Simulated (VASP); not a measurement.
**SnTe: single point with PBE**

The system is SnTe.

```
Te Sn
1.0
     0.00000    3.61115    3.61115
     3.61115    0.00000    3.61115
     3.61115    3.61115    0.00000
Te Sn
1 1
Direct
  0.25000 0.25000 0.25000
  0.00000 0.00000 0.00000
```

```json
{
  "Program": "VASP 6.6.1",
  "Task": "single point",
  "Functional": "PBE",
  "Potentials or basis": "VASP PAW PBE potentials, release 64 (Te, Sn_d)",
  "Cutoff": "520 eV",
  "k mesh": "6 × 6 × 6",
  "Occupations": "fermi-dirac, width 0.05 eV",
  "Spin": "no spin polarisation",
  "Dipole correction": "no",
  "Further INCAR settings": "ALGO = Normal; EDIFF = 1e-06; NBANDS = 17"
}
```

```yaml
Pressure: -0.1 GPa
Band_gap_on_the_k_mesh: 0.28 eV, indirect (least direct gap 0.80 eV)
```

Levels at points of the mesh, in eV from the valence-band top:
```tsv
k point	band 8	band 9	band 10	band 11	band 12	band 13
(0.00, 0.00, 0.00)	-1.77	-1.77	-1.77	1.17	1.17	1.17
(0.50, 0.00, 0.00)	-2.30	-2.30	-1.88	1.97	1.97	3.56
(0.50, 0.50, 0.00)	-2.96	-2.96	-0.52	0.28	4.04	4.04
```

Run time: 18 s on 1 thread of Intel(R) Xeon(R) Platinum 8488C (Sapphire Rapids), with other jobs on the host, peak memory 0.24 GiB.

Caveat: spin-orbit coupling is left out, which moves the levels of the heavy elements. A k mesh can miss the band edges.
